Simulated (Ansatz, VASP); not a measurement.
SiO2 in VASP and in Ansatz

```
Si O
1.0
    -4.50166    4.50166    2.62907
     4.50166   -4.50166    2.62907
     4.50166    4.50166   -2.62907
Si O
4 8
Direct
  0.82311 0.82311 0.64622
  0.17689 0.82311 0.00000
  0.82311 0.17689 0.00000
  0.17689 0.17689 0.35378
  0.00000 0.79145 0.79145
  0.20855 0.00000 0.20855
  0.79145 0.00000 0.79145
  0.00000 0.20855 0.20855
  0.00000 0.00000 0.50000
  0.50000 0.00000 0.00000
  0.00000 0.50000 0.00000
  0.50000 0.50000 0.50000
```

Alike in both runs: task single point; functional PBE; k mesh 6 × 6 × 6; occupations fermi-dirac, width 0.05 eV; no spin polarisation.

|  | VASP | Ansatz |
| --- | --- | --- |
| version | VASP 6.6.1 | Ansatz 0.2.0 |
| potentials or method | VASP PAW PBE potentials, release 64 (Si, O) | Ansatz PAW |
| plane-wave cutoff (eV) | 520 | 420 |
| valence electrons in the cell | 64 | 64 |

Ansatz gave:

- gap on the k mesh at the Fermi level (eV): 5.39
- least direct gap on the mesh (eV): 5.39
- pressure (GPa): 0.7
- traceless stress, the component that is largest in VASP (GPa): 0.10
- rms of the force components (eV/Å): 0.038

Task: Which values does VASP return?

Result: gap on the k mesh at the Fermi level (eV): 5.38; least direct gap on the mesh (eV): 5.39; pressure (GPa): 0.8; traceless stress, the component that is largest in VASP (GPa): 0.08; rms of the force components (eV/Å): 0.031.

Atom by atom the forces differ by 0.010 eV/Å (rms over components).
